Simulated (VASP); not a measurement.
Set up this calculation in VASP 6.6.1, as the native input.

```yaml
Task: single point
Functional: r2SCAN
Potentials_or_basis: VASP PAW PBE potentials, release 64 (Si, C)
Cutoff: 520 eV
k_mesh: 12 × 12 × 6
Occupations: gaussian, width 0.02 eV
Spin: no spin polarisation
Dipole_correction: no
Further_INCAR_settings: ALGO = Normal; EDIFF = 1e-06; NBANDS = 16
```

SiC:

```
CELL_PARAMETERS angstrom
3.07520 0.00000 0.00000
-1.53760 2.66320 0.00000
0.00000 0.00000 5.04817
ATOMIC_POSITIONS crystal
Si 0.33333 0.66667 0.00460
Si 0.66667 0.33333 0.50460
C 0.33333 0.66667 0.38040
C 0.66667 0.33333 0.88040
```

The input as run:

POSCAR

```
SiC
1.0
    3.0751950048      0.0000000000      0.0000000000
   -1.5375975024      2.6631969958      0.0000000000
    0.0000000000      0.0000000000      5.0481668585
Si C
2 2
Direct
    0.3333333333      0.6666666667      0.0046028828
    0.6666666667      0.3333333333      0.5046028828
    0.3333333333      0.6666666667      0.3803971172
    0.6666666667      0.3333333333      0.8803971172
```

INCAR.step1

```
ALGO = Normal
EDIFF = 1E-4
ENCUT = 520
GGA = PE
ISMEAR = 0
LASPH = T
LCHARG = F
LREAL = F
LWAVE = T
NBANDS = 16
NELM = 60
PREC = Accurate
SIGMA = 0.02
```

INCAR.step2

```
ALGO = Normal
EDIFF = 1E-6
ENCUT = 520
ISIF = 2
ISMEAR = 0
ISTART = 1
LASPH = T
LCHARG = F
LMIXTAU = T
LREAL = F
LWAVE = F
METAGGA = R2SCAN
NBANDS = 16
NELM = 60
PREC = Accurate
SIGMA = 0.02
```

KPOINTS

```
k-points
0
Gamma
  12 12 6
```

Potentials or basis: VASP PAW PBE potentials, release 64 (Si, C).

Command:

```console
$ cat potpaw_PBE.64/Si/POTCAR potpaw_PBE.64/C/POTCAR > POTCAR
$ cp INCAR.step1 INCAR
$ mpirun -np 1 vasp_std > vasp.out
$ cp INCAR.step2 INCAR
$ mpirun -np 1 vasp_std > vasp.out
```

Results of the run:

- Pressure: -0.2 GPa
- Band gap on the k mesh: 2.66 eV, indirect (least direct gap 4.48 eV)

Caveat: the PAW data sets were made with another functional, which shifts forces and pressure a little.

It took 58 s on 1 thread of Intel(R) Xeon(R) 6975P-C (Granite Rapids) (shared host), peak memory 0.18 GiB.
